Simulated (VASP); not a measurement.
# As (Fm-3m) in VASP: notebook

As is run at these levels: LDA; tasks: single point, relaxation of cell and atoms.

Everything below comes from runs of VASP 6.6.1. Logs are shortened: lines on timing, memory, paths and dates and some standing lists are left out, and cuts for length are marked.

### 1 The cell of the first run

Symmetry: Fm-3m, No. 225, cubic system. Conventional cell: a = 4.202 Å, b = 4.202 Å, c = 4.202 Å, α = 90.00°, β = 90.00°, γ = 90.00°. Within 3.9 Å of As (site symmetry m-3m) lie 12 As at 2.97 Å.

### 2 Single point, LDA

INCAR

```
PREC = Accurate
ENCUT = 520
EDIFF = 1E-6
ISMEAR = 1
SIGMA = 0.1
LREAL = False
LASPH = True
NELM = 80
ALGO = Normal
ISIF = 2
LWAVE = False
LCHARG = False
GGA = CA
NBANDS = 8
```

KPOINTS

```
regular mesh
0
Gamma
  8 8 8
```

POSCAR

```
As
1.0
    0.0000000000      2.1009792783      2.1009792783
    2.1009792783      0.0000000000      2.1009792783
    2.1009792783      2.1009792783      0.0000000000
As
1
Direct
    0.0000000000      0.0000000000      0.0000000000
```

Potentials or basis: VASP PAW LDA potentials, release 64 (As).

Started as:

```bash
> cat potpaw_LDA.64/As/POTCAR > POTCAR
> mpirun -np 1 vasp_std > vasp.out
```

OUTCAR:

```text
PREC = Accurate
   ENCUT = 520
   EDIFF = 1E-6
   ISMEAR = 1
   LREAL = False
   LASPH = True
   NELM = 80
   ISIF = 2
   GGA = CA

 ion  position               nearest neighbor table
   1  0.000  0.000  0.000-

  LATTYP: Found a face centered cubic cell.
 ALAT       =     4.2019585566

  Lattice vectors:

 A1 = (   0.0000000000,   2.1009792783,   2.1009792783)
 A2 = (   2.1009792783,   0.0000000000,   2.1009792783)
 A3 = (   2.1009792783,   2.1009792783,   0.0000000000)

Analysis of symmetry for initial positions (statically):
=====================================================================
 Subroutine PRICEL returns:
 Original cell was already a primitive cell.

 Routine SETGRP: Setting up the symmetry group for a
 face centered cubic supercell.

 Subroutine GETGRP returns: Found 48 space group operations
[... 9 lines left out ...]

 Routine SETGRP: Setting up the symmetry group for a
 face centered cubic supercell.

 Subroutine GETGRP returns: Found 48 space group operations
[... 11 lines left out ...]
                                     Primitive cell

  volume of cell :      18.5479

  direct lattice vectors                    reciprocal lattice vectors
     0.000000000  2.100979278  2.100979278    -0.237984261  0.237984261  0.237984261
     2.100979278  0.000000000  2.100979278     0.237984261 -0.237984261  0.237984261
     2.100979278  2.100979278  0.000000000     0.237984261  0.237984261 -0.237984261

  length of vectors
     2.971233390  2.971233390  2.971233390     0.412200831  0.412200831  0.412200831

  position of ions in fractional coordinates (direct lattice)
     0.000000000  0.000000000  0.000000000

  ion indices of the primitive-cell ions
   primitive index   ion index
                 1           1

----------------------------------------------------------------------------------------

 KPOINTS: regular mesh

Automatic generation of k-mesh.
 Grid dimensions read from file:
 generate k-points for:    8    8    8

 Generating k-lattice:

  Cartesian coordinates                     Fractional coordinates (reciprocal lattice)
    -0.029748033  0.029748033  0.029748033     0.125000000  0.000000000  0.000000000
     0.029748033 -0.029748033  0.029748033     0.000000000  0.125000000  0.000000000
     0.029748033  0.029748033 -0.029748033     0.000000000  0.000000000  0.125000000

  Length of vectors
     0.051525104  0.051525104  0.051525104

  Shift w.r.t. Gamma in fractional coordinates (k-lattice)
     0.000000000  0.000000000  0.000000000

 Subroutine IBZKPT returns following result:
 ===========================================

 Found     29 irreducible k-points:

 Following reciprocal coordinates:
            Coordinates               Weight
  0.000000  0.000000  0.000000      1.000000
  0.125000  0.000000  0.000000      8.000000
  0.250000  0.000000  0.000000      8.000000
  0.375000  0.000000  0.000000      8.000000
  0.500000  0.000000  0.000000      4.000000
  0.125000  0.125000  0.000000      6.000000
[... 16 lines left out ...]
  0.500000  0.250000  0.125000     48.000000
 -0.375000  0.250000  0.125000     24.000000
 [... further k-points ...]
   k-points           NKPTS =     29   k-points in BZ     NKDIM =     29   number of bands    NBANDS=      8
   number of dos      NEDOS =    301   number of ions     NIONS =      1
   total plane-waves  NPLWV =  13824
   dimension x,y,z NGX =    24 NGY =   24 NGZ =   24
   dimension x,y,z NGXF=    48 NGYF=   48 NGZF=   48
   ions per type =               1
   NGX,Y,Z   is equivalent  to a cutoff of  13.43, 13.43, 13.43 a.u.
   NGXF,Y,Z  is equivalent  to a cutoff of  26.86, 26.86, 26.86 a.u.
 SYSTEM =  unknown system
   PREC   = accura    normal or accurate (medium, high low for compatibility)
   ISTART =      0    job   : 0-new  1-cont  2-samecut
   ICHARG =      2    charge: 1-file 2-atom 10-const
   ISPIN  =      1    spin polarized calculation?
   LNONCOLLINEAR =      F non collinear calculations
   LSORBIT =      F    spin-orbit coupling
   LASPH  =      T    aspherical Exc in radial PAW
   ENCUT  =  520.0 eV  38.22 Ry    6.18 a.u.   5.52  5.52  5.52*2*pi/ulx,y,z
   NELM   =     80;   NELMIN=  2; NELMDL= -5     # of ELM steps
   EDIFF  = 0.1E-05   stopping-criterion for ELM
   LREAL  =      F    real-space projection
   EDIFFG = 0.1E-04   stopping-criterion for IOM
   NSW    =      0    number of steps for IOM
   IBRION =     -1    ionic relax: 0-MD 1-quasi-New 2-CG
   NFREE  =      0    steps in history (QN), initial steepest desc. (CG)
   ISIF   =      2    stress and relaxation
   ISYM   =      2    0-nonsym 1-usesym 2-fastsym
   POTIM  = 0.5000    time-step for ionic-motion
   TEBEG  =    0.0;   TEEND  =   0.0 temperature during run
   PSTRESS=    0.0 pullay stress
   NELECT =       5.0000    total number of electrons
   NUPDOWN=      -1.0000    fix difference up-down
   EMIN   =  10.00;   EMAX   =-10.00  energy-range for DOS
   EFERMI =   0.00;   METHOD = LEGACY
   ISMEAR =     1;   SIGMA  =   0.10  broadening in eV -4-tet -1-fermi 0-gaus
   EFERMI_NEDOS =   21; number of points for ismear=-14 and -15
   IALGO  =     38    algorithm
   IMIX   =      4    mixing-type and parameters
     AMIX     =   0.40;   BMIX     =  1.00
     AMIX_MAG =   1.60;   BMIX_MAG =  1.00
  volume/ion in A,a.u.               =      18.55       125.17
  Fermi-wavevector in a.u.,A,eV,Ry     =   1.057547  1.998474 15.216837  1.118406
  Thomas-Fermi vector in A             =   2.192824
   LORBIT       =      0    0 simple, 1 ext, 2 COOP (PROOUT), +10 PAW based schemes
   GGA     = CA    functional components
   LHFCALC =     F    Hartree Fock is set to
   AEXX    =    0.0000 exact exchange contribution
   IVDW    =     0    specifies the selected vdW correction
   LEPSILON=     F    determine dielectric tensor
   LRPA    =     F    only Hartree local field effects (RPA)
 non-spin polarized calculation
 Methfessel and Paxton  Order N= 1 SIGMA  =   0.10
  energy-cutoff  :      520.00
  volume of cell :       18.55
 maximum number of plane-waves:       531
 NGX is ok and might be reduce to    24
   NGX = 11   NGY = 11   NGZ = 11

 number of electron       5.0000000 magnetization

 Free energy of the ion-electron system (eV)
  ---------------------------------------------------
  ext. energy  EPLUGINS =         0.00000000
  ---------------------------------------------------
  free energy    TOTEN  =        -4.87986562 eV

  energy without entropy =       -4.87847542  energy(sigma->0) =       -4.87940222

 E-fermi :   6.7431     XC(G=0): -11.0011

 val. band max:        6.5627101731   @ k =   0.5000   0.2500   0.1250
 cond. band min:       6.7733743156   @ k =  -0.3750   0.3750   0.1250
 fundamental gap:      0.2106641425
 Fermi energy:         6.7430824038

 k-point     1 :       0.0000    0.0000    0.0000
  band No.  band energies     occupation
      1      -8.5050      2.00000
      2      12.7633      0.00000
      3      12.7633      0.00000
      4      12.7633      0.00000
      5      19.3976      0.00000
      6      19.3976      0.00000
      7      19.3976      0.00000
      8      21.3570      0.00000

 k-point     2 :       0.1250    0.0000    0.0000
  band No.  band energies     occupation
      1      -8.1307      2.00000
      2      10.1698      0.00000
      3      12.3761      0.00000
      4      12.3761      0.00000
      5      18.3193      0.00000
      6      20.0932      0.00000
      7      20.0932      0.00000
      8      22.6873      0.00000

 k-point     3 :       0.2500    0.0000    0.0000
  band No.  band energies     occupation
      1      -7.0260      2.00000
      2       5.8908      2.00000
      3      11.6818      0.00000
      4      11.6818      0.00000
      5      17.3718      0.00000
      6      19.9684      0.00000
      7      19.9684      0.00000
      8      22.8219      0.00000

 k-point     4 :       0.3750    0.0000    0.0000
  band No.  band energies     occupation
      1      -5.3083      2.00000
      2       2.0406      2.00000
      3      11.1758      0.00000
      4      11.1758      0.00000
      5      16.9410      0.00000
      6      18.7753      0.00000
      7      18.7753      0.00000
      8      21.2494      0.00000

 k-point     5 :       0.5000    0.0000    0.0000
  band No.  band energies     occupation
      1      -3.9533      2.00000
      2      -0.0474      2.00000
      3      11.0014      0.00000
      4      11.0014      0.00000
      5      16.8461      0.00000
      6      18.3031      0.00000
      7      18.3031      0.00000
      8      20.6364      0.00000

 k-point     6 :       0.1250    0.1250    0.0000
  band No.  band energies     occupation
      1      -8.0055      2.00000
      2      11.0861      0.00000
      3      11.3739      0.00000
      4      11.3739      0.00000
      5      16.9491      0.00000
      6      20.3260      0.00000
      7      21.4175      0.00000
      8      21.4175      0.00000

 k-point     7 :       0.2500    0.1250    0.0000
  band No.  band energies     occupation
      1      -7.1421      2.00000
      2       7.4489     -0.00000
      3      10.4556      0.00000
      4      10.9420      0.00000
      5      16.7045      0.00000
      6      18.6385      0.00000
      7      21.5922      0.00000
      8      22.3319      0.00000

 k-point     8 :       0.3750    0.1250    0.0000
  band No.  band energies     occupation
      1      -5.6079      2.00000
      2       3.4901      2.00000
      3       9.8857      0.00000
      4      10.0198      0.00000
      5      16.1004      0.00000
      6      19.2417      0.00000
      7      21.0384      0.00000
      8      22.5317      0.00000

 k-point     9 :       0.5000    0.1250    0.0000
  band No.  band energies     occupation
      1      -3.8737      2.00000
      2       0.5810      2.00000
      3       8.9576      0.00000
      4      10.1638      0.00000
      5      15.9622      0.00000
      6      19.1639      0.00000
      7      19.8373      0.00000
      8      23.9873      0.00000

 k-point    10 :      -0.3750    0.1250    0.0000
  band No.  band energies     occupation
      1      -4.3853      2.00000
      2       1.3371      2.00000
      3       8.4726     -0.00000
      4      10.8360      0.00000
      5      16.7255      0.00000
      6      18.9400      0.00000
      7      19.3687      0.00000
      8      24.3262      0.00000
[... 78 lines left out ...]
 k-point    18 :       0.3750    0.3750    0.0000
  band No.  band energies     occupation
      1      -4.1666      2.00000
      2       3.8457      2.00000
      3       7.8933     -0.00000
      4       7.8933     -0.00000
      5      12.7924      0.00000
      6      13.0686      0.00000
      7      28.9976      0.00000
      8      28.9977      0.00000

 k-point    19 :       0.5000    0.3750    0.0000
  band No.  band energies     occupation
      1      -2.6822      2.00000
      2       2.1590      2.00000
      3       5.7478      2.00000
      4       7.7569     -0.00000
      5      12.6188      0.00000
      6      14.9423      0.00000
      7      27.6756      0.00000
      8      28.6487      0.00000

 k-point    20 :      -0.3750    0.3750    0.0000
  band No.  band energies     occupation
      1      -2.0182      2.00000
      2       2.1238      2.00000
      3       3.2930      2.00000
      4       8.3187     -0.00000
      5      13.1973      0.00000
      6      19.0845      0.00000
      7      25.7717      0.00000
      8      26.5777      0.00000

 k-point    21 :       0.5000    0.5000    0.0000
  band No.  band energies     occupation
      1      -2.0211      2.00000
      2       1.0742      2.00000
      3       7.4019     -0.00000
      4       7.4019     -0.00000
      5      11.9509      0.00000
      6      12.5770      0.00000
      7      31.2987      0.00000
      8      32.6850      0.00000

 k-point    22 :       0.3750    0.2500    0.1250
  band No.  band energies     occupation
      1      -6.0554      2.00000
      2       5.9483      2.00000
      3       7.5031     -0.00000
      4      10.4168      0.00000
      5      17.1873      0.00000
      6      17.2337      0.00000
      7      21.1771      0.00000
      8      24.2154      0.00000

 k-point    23 :       0.5000    0.2500    0.1250
  band No.  band energies     occupation
      1      -4.3839      2.00000
      2       2.8765      2.00000
      3       6.5627      2.02858
      4       9.1887      0.00000
      5      16.5968      0.00000
      6      18.8546      0.00000
      7      21.0775      0.00000
      8      24.3956      0.00000

 k-point    24 :      -0.3750    0.2500    0.1250
  band No.  band energies     occupation
      1      -3.1061      2.00000
      2       0.9563      2.00000
      3       6.4803      2.00129
      4       8.5987     -0.00000
      5      16.4799      0.00000
      6      18.5883      0.00000
      7      23.2170      0.00000
      8      24.5067      0.00000

 [... further k-points ...]

------------------------ aborting loop because EDIFF is reached ----------------------------------------

  FORCE on cell =-STRESS in cart. coord.  units (eV):
  Direction    XX          YY          ZZ          XY          YZ          ZX
  --------------------------------------------------------------------------------------
  -------------------------------------------------------------------------------------
  Total       -0.0950396     -0.0950396     -0.0950396      0.0000000      0.0000000      0.0000000
  in kB       -8.2095574     -8.2095574     -8.2095574      0.0000000      0.0000000      0.0000000
  external PRESSURE =      -8.2095574 kB  Pullay stress =       0.0000000 kB

 VOLUME and BASIS-vectors are now :
 -----------------------------------------------------------------------------
  energy-cutoff  :      520.00
  volume of cell :       18.55
      direct lattice vectors                 reciprocal lattice vectors
     0.000000000  2.100979278  2.100979278    -0.237984261  0.237984261  0.237984261
     2.100979278  0.000000000  2.100979278     0.237984261 -0.237984261  0.237984261
     2.100979278  2.100979278  0.000000000     0.237984261  0.237984261 -0.237984261

 POSITION                                       TOTAL-FORCE (eV/Angst)
 -----------------------------------------------------------------------------------
      0.00000      0.00000      0.00000         0.000000      0.000000     -0.000000
 -----------------------------------------------------------------------------------
    total drift:                               -0.000000      0.000000      0.000000

  FREE ENERGIE OF THE ION-ELECTRON SYSTEM (eV)
  ---------------------------------------------------
  free  energy   TOTEN  =        -4.8798656225 eV

  energy  without entropy=       -4.8784754222  energy(sigma->0) =       -4.87940222
```

Wall time 2.7 s (1 thread of AMD EPYC 9R45 (Zen 5), shared host); peak memory 0.09 GiB.

What came out:

```yaml
Free_energy: -4.8799 eV
Pressure: -0.8 GPa
```

### 3 Relaxation of cell and atoms, LDA

This run uses another cell than the first one, of 18.36 Å³/atom, 0.990 times its volume.

INCAR

```
PREC = Accurate ; ENCUT = 600
EDIFF = 1E-6 ; ISMEAR = 1
SIGMA = 0.1 ; LREAL = F
LASPH = T ; NELM = 80
ALGO = Normal ; ISIF = 3
LWAVE = F ; LCHARG = F
GGA = CA ; IBRION = 2
NSW = 80 ; EDIFFG = -0.01
```

KPOINTS is that of step 2.

POSCAR

```
As
1.0
    0.0000000000      2.0940223424      2.0940223424
    2.0940223424      0.0000000000      2.0940223424
    2.0940223424      2.0940223424      0.0000000000
As
1
Direct
    0.0000000000      0.0000000000      0.0000000000
```

Potentials or basis: VASP PAW LDA potentials, release 64 (As).

Started as:

```bash
> cat potpaw_LDA.64/As/POTCAR > POTCAR
> mpirun -np 1 vasp_std > vasp.out
```

It took 12 s on 1 thread of AMD EPYC 7R13, shared host; peak memory 0.1 GiB.

Results (log left out):

```
Free energy                            : -4.8803 eV
Relaxed volume                         : 18.40 Å³/atom
Relaxed cell                           : a = 2.963 Å, b = 2.963 Å, c = 2.963 Å, α = 60.00°, β = 60.00°, γ = 60.00°
Space group after relaxing (to 0.05 Å) : Fm-3m (No. 225)
Energy gained by relaxing              : 0.0 meV/atom
Ionic steps                            : 3
Pressure after relaxing                : 0.0 GPa
```

Final structure:
```xyz
1
Lattice="0.0000 2.0953 2.0953 2.0953 0.0000 2.0953 2.0953 2.0953 0.0000" Properties=species:S:1:pos:R:3 pbc="T T T"
As    0.0000    0.0000    0.0000
```

Levels at points of the mesh, in eV from the Fermi level:
```
           k point  band 1  band 2  band 3  band 4  band 5
(0.00, 0.00, 0.00)  -15.31    6.10    6.10    6.10   12.70
(0.50, 0.00, 0.00)  -10.71   -6.84    4.31    4.31   10.17
(0.50, 0.50, 0.00)   -8.75   -5.71    0.67    0.67    5.22
```
